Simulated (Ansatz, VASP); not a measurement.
Two plane-wave programs on Hf

File INCAR:

```
SYSTEM = Hf
ALGO     = Fast           ! electronic algorithm
EDIFF    = 1E-6           ! SCF threshold, eV
ENCUT    = 520            ! plane-wave cutoff, eV
GGA      = PS             ! functional
ISIF     = 2              ! what is computed and relaxed
ISMEAR   = 0              ! smearing method
LASPH    = .TRUE.         ! aspherical terms in the spheres
LCHARG   = .FALSE.        ! write CHGCAR
LREAL    = .FALSE.        ! projectors in reciprocal space
LWAVE    = .FALSE.        ! write WAVECAR
NBANDS   = 17             ! bands
NELM     = 60             ! most SCF steps
PREC     = Accurate       ! precision mode
SIGMA    = 0.15           ! smearing width, eV
```

The input KPOINTS:

```
k-points
0
G
  18 18 10
  0 0 0
```

The input POSCAR:

```
Hf
1.0
    3.0417588492      0.0000000000      0.0000000000
   -1.5208794246      3.0447714125      0.0000000000
    0.0000000000      0.0000000000      4.6215076546
Hf
2
Direct
    0.3333333333      0.6666666667      0.2500000000
    0.6666666667      0.3333333333      0.7500000000
```

Input for Ansatz:

```yaml
crystal:
  lattice:
    - [3.0417588492, 0.0, 0.0]
    - [-1.5208794246, 3.0447714125, 0.0]
    - [0.0, 0.0, 4.6215076546]
  atoms:
    - { symbol: Hf, position: [0.3333333333, 0.6666666667, 0.25] }
    - { symbol: Hf, position: [0.6666666667, 0.3333333333, 0.75] }
basis:
  ecutwfc: 420
kpoints:
  mp_grid: { grid: [18, 18, 10] }
hamiltonian:
  xc: pbesol
  pseudopotentials: { kind: paw }
scf:
  occupations: { method: gaussian, width: 0.15 }
output:
  forces: true
  stress: true
  eigenvalues: true
```

Change from the starting cell: strain +e along x and -e along y -0.0750, strain +e along z and -e/2 along x and y -0.0750.

Alike in both runs: task single point; functional PBEsol; k mesh 18 × 18 × 10; occupations gaussian, width 0.15 eV; no spin polarisation.

|  | VASP | Ansatz |
| --- | --- | --- |
| version | VASP 6.6.1 | Ansatz 0.2.0 |
| potentials or method | VASP PAW PBE potentials, release 64 (Hf_pv), cutoff 520 eV | scalar-relativistic, plane waves, PAW |
| valence electrons in the cell | 20 | 52 |

VASP gave:

```
gap on the k mesh at the Fermi level (eV)                     : none
pressure (GPa)                                                : 1.7
traceless stress, the component that is largest in VASP (GPa) : -8.47
rms of the force components (eV/Å)                            : 0.229
```

**Question.** Estimate Ansatz's values.

**Answer.** gap on the k mesh at the Fermi level (eV): none; pressure (GPa): 2.1; traceless stress, the component that is largest in VASP (GPa): -8.48; rms of the force components (eV/Å): 0.232.

VASP's potentials were made for PBE, not for PBEsol. Atom by atom the forces differ by 0.003 eV/Å (rms over components). A gap of «none» marks a metal or a gap that the smearing closes. VASP's potentials hold 20 valence electrons a cell and Ansatz's 52, so a difference there can come from the potentials and not from the codes.

Spin-orbit coupling is off throughout.
